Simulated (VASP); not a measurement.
# Ti4BiO6 (a cell with a defect) in VASP: single point with PBEsol

Aim: the single point of Ti4BiO6 (a cell with a defect) with PBEsol.

Everything below comes from runs of VASP 6.6.1. Logs are shortened: lines on timing, memory, paths and dates and some standing lists are left out, and cuts for length are marked.

## 1. The cell of the first run

The cell holds a defect, 11 atoms: a = 4.591 Å, b = 4.591 Å, c = 5.878 Å, α = 90.00°, β = 90.00°, γ = 90.00°.

## 2. Single point, PBEsol

INCAR reads:

```
ALGO = Normal
EDIFF = 1E-6
ENCUT = 520
GGA = PS
ISIF = 2
ISMEAR = -1
LASPH = T
LCHARG = F
LREAL = F
LWAVE = F
NBANDS = 60
NELECT = 98.0
NELM = 80
PREC = Accurate
SIGMA = 0.05
```

KPOINTS reads:

```
Automatic mesh
0
Gamma
  2 2 2
  0.5 0.5 0.5
```

POSCAR reads:

```
Ti4BiO6
1.0
    4.5914140000      0.0000000000      0.0000000000
    0.0000000000      4.5914140000      0.0000000000
    0.0000000000      0.0000000000      5.8777420000
Ti O Bi
4 6 1
Direct
    0.0046210000      0.0009380000      0.0025100000
    0.9958100000      0.0019410000      0.4952530000
    0.4979200000      0.4980990000      0.2442940000
    0.5031820000      0.5052160000      0.7467830000
    0.2985570000      0.3003560000      0.0004610000
    0.6936370000      0.6900530000      0.9923820000
    0.1912740000      0.8049770000      0.2536200000
    0.1916060000      0.8032790000      0.7587500000
    0.8054900000      0.1970970000      0.2483290000
    0.8068260000      0.1951560000      0.7502110000
    0.3104190000      0.3061190000      0.5012180000
```

Potentials or basis: VASP PAW PBE potentials, release 64 (Ti_sv, O, Bi_d).

Command:

```sh
cat potpaw_PBE.64/Ti_sv/POTCAR potpaw_PBE.64/O/POTCAR potpaw_PBE.64/Bi_d/POTCAR > POTCAR
mpirun -np 1 vasp_std > vasp.out
```

OUTCAR:

```text
EDIFF = 1E-6
   ENCUT = 520
   GGA = PS
   ISIF = 2
   ISMEAR = -1
   LASPH = T
   LREAL = F
   NELECT = 98.0
   NELM = 80
   PREC = Accurate

 ion  position               nearest neighbor table
   1  0.005  0.001  0.003-   8 1.90   5 1.93   7 1.93   9 1.93  10 1.95   6 2.02   2 2.90
   2  0.996  0.002  0.495-   7 1.91   9 1.92  10 1.95  11 2.01   8 2.01   1 2.90
   3  0.498  0.498  0.244-   5 1.93   6 1.94  11 1.95   9 1.98   7 1.99
   4  0.503  0.505  0.747-   6 1.89  11 1.92   8 1.98  10 1.99   5 2.00
   5  0.299  0.300  0.000-   1 1.93   3 1.93   4 2.00  11 2.94  11 2.94
   6  0.694  0.690  0.992-   4 1.89   3 1.94   1 2.02
   7  0.191  0.805  0.254-   2 1.91   1 1.93   3 1.99  11 2.77  11 2.78
   8  0.192  0.803  0.759-   1 1.90   4 1.98   2 2.01  11 2.79  11 2.81
   9  0.805  0.197  0.248-   2 1.92   1 1.93   3 1.98  11 2.76  11 2.80
  10  0.807  0.195  0.750-   2 1.95   1 1.95   4 1.99  11 2.76  11 2.78
  11  0.310  0.306  0.501-   4 1.92   3 1.95   2 2.01  10 2.76   9 2.76   7 2.77   7 2.78  10 2.78
                             8 2.79   9 2.80   8 2.81   5 2.94   5 2.94

  LATTYP: Found a simple tetragonal cell.
 ALAT       =     4.5914140000
 C/A-ratio  =     1.2801594454

  Lattice vectors:

 A1 = (   4.5914140000,   0.0000000000,   0.0000000000)
 A2 = (   0.0000000000,   4.5914140000,   0.0000000000)
 A3 = (   0.0000000000,   0.0000000000,   5.8777420000)

Analysis of symmetry for initial positions (statically):
=====================================================================
 Subroutine PRICEL returns:
 Original cell was already a primitive cell.

 Routine SETGRP: Setting up the symmetry group for a
 simple tetragonal supercell.

 Subroutine GETGRP returns: Found  1 space group operations
 (whereof  1 operations were pure point group operations)
 out of a pool of 16 trial point group operations.

The static configuration has the point symmetry C_1 .

Analysis of symmetry for dynamics (positions and initial velocities):
=====================================================================
 Subroutine PRICEL returns:
 Original cell was already a primitive cell.

 Routine SETGRP: Setting up the symmetry group for a
 simple tetragonal supercell.

 Subroutine GETGRP returns: Found  1 space group operations
 (whereof  1 operations were pure point group operations)
 out of a pool of 16 trial point group operations.

The dynamic configuration has the point symmetry C_1 .

 Subroutine INISYM returns: Found  1 space group operations
 (whereof  1 operations are pure point group operations),
 and found     1 'primitive' translations

----------------------------------------------------------------------------------------

                                     Primitive cell

  volume of cell :     123.9092

  direct lattice vectors                    reciprocal lattice vectors
     4.591414000  0.000000000  0.000000000     0.217797829  0.000000000  0.000000000
     0.000000000  4.591414000  0.000000000     0.000000000  0.217797829  0.000000000
     0.000000000  0.000000000  5.877742000     0.000000000  0.000000000  0.170133361

  length of vectors
     4.591414000  4.591414000  5.877742000     0.217797829  0.217797829  0.170133361

  position of ions in fractional coordinates (direct lattice)
     0.004621000  0.000938000  0.002510000
     0.995810000  0.001941000  0.495253000
     0.497920000  0.498099000  0.244294000
     0.503182000  0.505216000  0.746783000
     0.298557000  0.300356000  0.000461000
     0.693637000  0.690053000  0.992382000
     0.191274000  0.804977000  0.253620000
     0.191606000  0.803279000  0.758750000
     0.805490000  0.197097000  0.248329000
     0.806826000  0.195156000  0.750211000
     0.310419000  0.306119000  0.501218000

  ion indices of the primitive-cell ions
   primitive index   ion index
                 1           1
                 2           2
                 3           3
                 4           4
                 5           5
                 6           6
                 7           7
                 8           8
                 9           9
                10          10
                11          11

----------------------------------------------------------------------------------------

 KPOINTS: Automatic mesh

Automatic generation of k-mesh.
 Grid dimensions read from file:
 generate k-points for:    2    2    2

 Generating k-lattice:

  Cartesian coordinates                     Fractional coordinates (reciprocal lattice)
     0.108898914  0.000000000  0.000000000     0.500000000  0.000000000  0.000000000
     0.000000000  0.108898914  0.000000000     0.000000000  0.500000000  0.000000000
     0.000000000  0.000000000  0.085066680     0.000000000  0.000000000  0.500000000

  Length of vectors
     0.108898914  0.108898914  0.085066680

  Shift w.r.t. Gamma in fractional coordinates (k-lattice)
     0.500000000  0.500000000  0.500000000

 Subroutine IBZKPT returns following result:
 ===========================================

 Found      4 irreducible k-points:

 Following reciprocal coordinates:
            Coordinates               Weight
  0.250000  0.250000  0.250000      2.000000
 -0.250000  0.250000  0.250000      2.000000
 -0.250000 -0.250000  0.250000      2.000000
  0.250000 -0.250000  0.250000      2.000000
   k-points           NKPTS =      4   k-points in BZ     NKDIM =      4   number of bands    NBANDS=     60
   number of dos      NEDOS =    301   number of ions     NIONS =     11
   total plane-waves  NPLWV =  62208
   dimension x,y,z NGX =    36 NGY =   36 NGZ =   48
   dimension x,y,z NGXF=    72 NGYF=   72 NGZF=   96
   ions per type =               4   6   1
   NGX,Y,Z   is equivalent  to a cutoff of  13.03, 13.03, 13.58 a.u.
   NGXF,Y,Z  is equivalent  to a cutoff of  26.07, 26.07, 27.15 a.u.
 SYSTEM =  unknown system
   PREC   = accura    normal or accurate (medium, high low for compatibility)
   ISTART =      0    job   : 0-new  1-cont  2-samecut
   ICHARG =      2    charge: 1-file 2-atom 10-const
   ISPIN  =      1    spin polarized calculation?
   LNONCOLLINEAR =      F non collinear calculations
   LSORBIT =      F    spin-orbit coupling
   LASPH  =      T    aspherical Exc in radial PAW
   ENCUT  =  520.0 eV  38.22 Ry    6.18 a.u.   8.54  8.54 10.93*2*pi/ulx,y,z
   NELM   =     80;   NELMIN=  2; NELMDL= -5     # of ELM steps
   EDIFF  = 0.1E-05   stopping-criterion for ELM
   LREAL  =      F    real-space projection
   EDIFFG = 0.1E-04   stopping-criterion for IOM
   NSW    =      0    number of steps for IOM
   IBRION =     -1    ionic relax: 0-MD 1-quasi-New 2-CG
   NFREE  =      0    steps in history (QN), initial steepest desc. (CG)
   ISIF   =      2    stress and relaxation
   ISYM   =      2    0-nonsym 1-usesym 2-fastsym
   POTIM  = 0.5000    time-step for ionic-motion
   TEBEG  =    0.0;   TEEND  =   0.0 temperature during run
   PSTRESS=    0.0 pullay stress
   NELECT =      98.0000    total number of electrons
   NUPDOWN=      -1.0000    fix difference up-down
   EMIN   =  10.00;   EMAX   =-10.00  energy-range for DOS
   EFERMI =   0.00;   METHOD = LEGACY
   ISMEAR =    -1;   SIGMA  =   0.05  broadening in eV -4-tet -1-fermi 0-gaus
   EFERMI_NEDOS =   21; number of points for ismear=-14 and -15
   IALGO  =     38    algorithm
   IMIX   =      4    mixing-type and parameters
     AMIX     =   0.40;   BMIX     =  1.00
     AMIX_MAG =   1.60;   BMIX_MAG =  1.00
  volume/ion in A,a.u.               =      11.26        76.02
  Fermi-wavevector in a.u.,A,eV,Ry     =   1.513965  2.860978 31.185761  2.292089
  Thomas-Fermi vector in A             =   2.623685
   LORBIT       =      0    0 simple, 1 ext, 2 COOP (PROOUT), +10 PAW based schemes
   GGA     = PS    functional components
   LHFCALC =     F    Hartree Fock is set to
   AEXX    =    0.0000 exact exchange contribution
   IVDW    =     0    specifies the selected vdW correction
   LEPSILON=     F    determine dielectric tensor
   LRPA    =     F    only Hartree local field effects (RPA)
 non-spin polarized calculation
  energy-cutoff  :      520.00
  volume of cell :      123.91
 maximum number of plane-waves:      3339
 NGX is ok and might be reduce to    36
   NGX = 17   NGY = 17   NGZ = 21

 number of electron      98.0000006 magnetization

 Free energy of the ion-electron system (eV)
  ---------------------------------------------------
  ext. energy  EPLUGINS =         0.00000000
  ---------------------------------------------------
  free energy    TOTEN  =       -85.07880680 eV

  energy without entropy =      -85.07832031  energy(sigma->0) =      -85.07856356

 E-fermi :   7.9447     XC(G=0): -11.8573

 val. band max:        7.5583817587   @ k =  -0.2500   0.2500   0.2500
 cond. band min:       8.3188630842   @ k =  -0.2500   0.2500   0.2500
 fundamental gap:      0.7604813255
 Fermi energy:         7.9446931390

 k-point     1 :       0.2500    0.2500    0.2500
  band No.  band energies     occupation
      1     -49.6275      2.00000
      2     -49.1727      2.00000
      3     -49.1142      2.00000
      4     -49.0693      2.00000
      5     -26.6137      2.00000
      6     -26.4389      2.00000
[... 52 lines left out ...]
     59      10.2305      0.00000
     60      10.5300      0.00000

 k-point     2 :      -0.2500    0.2500    0.2500
  band No.  band energies     occupation
      1     -49.6275      2.00000
      2     -49.1735      2.00000
      3     -49.1135      2.00000
      4     -49.0691      2.00000
      5     -26.6171      2.00000
      6     -26.4425      2.00000
[... 52 lines left out ...]
     59      10.5740      0.00000
     60      10.7317      0.00000

 k-point     3 :      -0.2500   -0.2500    0.2500
  band No.  band energies     occupation
      1     -49.6275      2.00000
      2     -49.1727      2.00000
      3     -49.1140      2.00000
      4     -49.0694      2.00000
      5     -26.6135      2.00000
      6     -26.4392      2.00000
[... 52 lines left out ...]
     59      10.2432      0.00000
     60      10.5012      0.00000

 k-point     4 :       0.2500   -0.2500    0.2500
  band No.  band energies     occupation
      1     -49.6275      2.00000
      2     -49.1735      2.00000
      3     -49.1135      2.00000
      4     -49.0691      2.00000
      5     -26.6173      2.00000
      6     -26.4424      2.00000
[... 52 lines left out ...]
     59      10.5856      0.00000
     60      10.7077      0.00000

------------------------ aborting loop because EDIFF is reached ----------------------------------------

  FORCE on cell =-STRESS in cart. coord.  units (eV):
  Direction    XX          YY          ZZ          XY          YZ          ZX
  --------------------------------------------------------------------------------------
  -------------------------------------------------------------------------------------
  Total       31.6396256     31.2091417     48.9635434     36.5962713      2.5505479      1.5311847
  in kB      409.1084880    403.5422212    633.1111966    473.1991905     32.9792394     19.7986119
  external PRESSURE =     481.9206353 kB  Pullay stress =       0.0000000 kB

 VOLUME and BASIS-vectors are now :
 -----------------------------------------------------------------------------
  energy-cutoff  :      520.00
  volume of cell :      123.91
      direct lattice vectors                 reciprocal lattice vectors
     4.591414000  0.000000000  0.000000000     0.217797829  0.000000000  0.000000000
     0.000000000  4.591414000  0.000000000     0.000000000  0.217797829  0.000000000
     0.000000000  0.000000000  5.877742000     0.000000000  0.000000000  0.170133361

 POSITION                                       TOTAL-FORCE (eV/Angst)
 -----------------------------------------------------------------------------------
      0.02122      0.00431      0.01475        -1.070554     -0.903572     -0.767204
      4.57218      0.00891      2.91097       -10.971067    -10.695233      0.584108
      2.28616      2.28698      1.43590         9.739431     10.057601    -20.327181
      2.31032      2.31966      4.38940        10.797360     11.112589     21.071972
      1.37080      1.37906      0.00271         0.680702      0.594199     -0.074567
      3.18477      3.16832      5.83297         0.750699      0.883240      0.622388
      0.87822      3.69598      1.49071         0.282959     -0.950967      0.173131
      0.87974      3.68819      4.45974         0.251584     -0.713339     -1.012190
      3.69834      0.90495      1.45961        -0.826260      0.112487      0.456550
      3.70447      0.89604      4.40955        -0.821496      0.150882     -0.363882
      1.42526      1.40552      2.94603        -8.813359     -9.647887     -0.363125
 -----------------------------------------------------------------------------------
    total drift:                                0.001065      0.000570      0.000364

  FREE ENERGIE OF THE ION-ELECTRON SYSTEM (eV)
  ---------------------------------------------------
  free  energy   TOTEN  =       -85.0788067981 eV

  energy  without entropy=      -85.0783203141  energy(sigma->0) =      -85.07856356
```

It took 1.8 min on 1 thread of AMD EPYC 7R13, shared host; peak memory 0.21 GiB.

What came out:

```yaml
Free_energy: -85.0788 eV
Largest_force: 26.155 eV/Å
```

Forces on the atoms (eV/Å):
```
Ti   -1.071  -0.904  -0.767
Ti  -10.971 -10.695   0.584
Ti    9.739  10.058 -20.327
Ti   10.797  11.113  21.072
O     0.681   0.594  -0.075
O     0.751   0.883   0.622
O     0.283  -0.951   0.173
O     0.252  -0.713  -1.012
O    -0.826   0.112   0.457
O    -0.821   0.151  -0.364
Bi   -8.813  -9.648  -0.363
```

Levels at points of the mesh, in eV from the Fermi level:
| k point | band 47 | band 48 | band 49 | band 50 | band 51 | band 52 |
| --- | --- | --- | --- | --- | --- | --- |
| (0.25, 0.25, 0.25) | -1.95 | -0.53 | -0.44 | 0.98 | 1.08 | 1.31 |

Caveat: the k points lie up to 0.68 Å⁻¹ apart; the cell carries a net charge on a neutralising background, which shifts energy and pressure; the cell is charged against a uniform background, so pressure and absolute levels hang on convention; atoms lie so close that the PAW spheres overlap strongly, which falsifies energies and pressures; the PAW data sets were made with another functional, which shifts forces and pressure a little; spin-orbit coupling is left out, which moves the levels of the heavy elements.
